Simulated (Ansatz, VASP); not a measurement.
## Ag in VASP and in Ansatz

```
CELL_PARAMETERS angstrom
2.93000 0.00000 0.00000
-1.46500 2.53745 0.00000
0.00000 0.00000 4.40680
ATOMIC_POSITIONS crystal
Ag 0.33333 0.66667 0.25000
Ag 0.66667 0.33333 0.75000
```

Change from the starting cell: strain +0.000 along x and y, -0.080 along z, atoms carried along.

Alike in both runs: task single point; functional PBEsol; k mesh 18 × 18 × 10; occupations gaussian, width 0.15 eV; no spin polarisation.

|  | VASP | Ansatz |
| --- | --- | --- |
| version | VASP 6.6.1 | Ansatz 0.2.0 |
| potentials or method | VASP PAW PBE potentials, release 64 (Ag), cutoff 520 eV | scalar-relativistic, plane waves, PAW |
| valence electrons in the cell | 22 | 38 |

Ansatz gave:

* gap on the k mesh at the Fermi level (eV): none
* pressure (GPa): 3.4
* traceless stress, the component that is largest in VASP (GPa): 6.78

Q: Estimate VASP's values.

A: gap on the k mesh at the Fermi level (eV): none; pressure (GPa): 3.1; traceless stress, the component that is largest in VASP (GPa): 6.73.

VASP's potentials were made for PBE, not for PBEsol. A gap of «none» marks a metal or a gap that the smearing closes. VASP's potentials hold 22 valence electrons a cell and Ansatz's 38, so a difference there can come from the potentials and not from the codes.
